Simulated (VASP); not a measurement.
C:

```
CELL_PARAMETERS angstrom
2.47372 0.00000 0.00000
-1.23686 2.14231 0.00000
0.00000 0.00000 4.19792
ATOMIC_POSITIONS crystal
C 0.33333 0.66667 0.99983
C 0.66667 0.33333 0.49983
C 0.33333 0.66667 0.37417
C 0.66667 0.33333 0.87417
```

This cell differs from its parent crystal: strained cell.

Base run:

| Item | Value |
| --- | --- |
| Program | VASP 6.6.1 |
| Functional | LDA |
| Potentials or basis | VASP PAW LDA potentials, release 64 (C) |
| Cutoff | 520 eV |
| k mesh | 9 × 9 × 6 |
| Occupations | gaussian, width 0.02 eV |
| Spin | no spin polarisation |

Its results: band gap on the k mesh 3.01 eV, indirect (least direct gap 4.82 eV); pressure -1.6 GPa; largest force 0.014 eV/Å.

The run is repeated on the same cell with these changes: potentials or basis from VASP PAW LDA potentials, release 64 (C) to VASP PAW LDA potentials, release 64 (C_h); cutoff from 520 eV to 910 eV. What comes out?

Band gap on the k mesh 3.02 eV, indirect (least direct gap 4.82 eV); pressure -2.5 GPa; largest force 0.007 eV/Å.

Caveats: the cutoff is under 1.25 times the usual one of these potentials, so pressure, stress and relaxed cells hold a basis-set (Pulay) error (some runs).

A k mesh can miss the band edges.
